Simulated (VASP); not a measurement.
# SnO2: single point with PBEsol

SnO2:

```
Sn O
1.0
    -2.14168    2.14168    4.85176
     2.14168   -2.14168    4.85176
     2.14168    2.14168   -4.85176
Sn O
2 4
Direct
  0.75000 0.25000 0.50000
  0.00000 0.00000 0.00000
  0.79170 0.79170 0.00000
  0.95830 0.45830 0.50000
  0.20830 0.20830 0.00000
  0.54170 0.04170 0.50000
```

This cell differs from its parent crystal: volume 14.836 Å^3 an atom, c/a of the conventional cell 2.2654.

* Program: VASP 6.6.1
* Task: single point
* Functional: PBEsol
* Potentials or basis: VASP PAW PBE potentials, release 64 (Sn_d, O)
* Cutoff: 520 eV
* k mesh: 10 × 10 × 10
* Occupations: gaussian, width 0.05 eV
* Spin: no spin polarisation

| Item | Value |
| --- | --- |
| Pressure | -8.3 GPa |
| Largest force | 0.056 eV/Å |
| Band gap on the k mesh | 1.22 eV, indirect (least direct gap 1.64 eV) |

Forces in eV/Å, atoms in the order of the input:
```
Sn   0.000  0.000  0.000
Sn   0.000  0.000  0.000
O    0.000  0.000 -0.056
O    0.000  0.000  0.056
O    0.000  0.000  0.056
O    0.000  0.000 -0.056
```

Stress tensor (GPa, compression positive):
```
-12.38   0.00   0.00
  0.00 -12.38   0.00
  0.00   0.00  -0.17
```

Levels at points of the mesh, in eV from the valence-band top:
| k point | band 22 | band 23 | band 24 | band 25 | band 26 | band 27 | band 28 | band 29 | band 30 | band 31 |
| --- | --- | --- | --- | --- | --- | --- | --- | --- | --- | --- |
| (0.00, 0.00, 0.00) | -1.33 | -0.58 | -0.58 | -0.41 | -0.41 | 1.22 | 4.81 | 9.35 | 10.16 | 10.16 |
| (0.50, 0.00, 0.00) | -0.92 | -0.74 | -0.69 | -0.57 | -0.50 | 4.16 | 5.47 | 7.36 | 7.64 | 9.49 |
| (0.50, 0.50, 0.00) | -1.17 | -0.65 | -0.65 | -0.08 | -0.08 | 6.28 | 6.28 | 6.71 | 6.71 | 7.66 |
| (0.50, 0.50, 0.50) | -2.35 | -0.89 | -0.89 | -0.31 | -0.31 | 3.61 | 3.61 | 7.90 | 7.90 | 10.78 |

It took 5.9 min on 1 thread of Intel(R) Xeon(R) 6975P-C (Granite Rapids) (shared host), peak memory 0.47 GiB.

Caveat: the PAW data sets were made with another functional, which shifts forces and pressure a little; spin-orbit coupling is left out, which moves the levels of the heavy elements. A k mesh can miss the band edges.
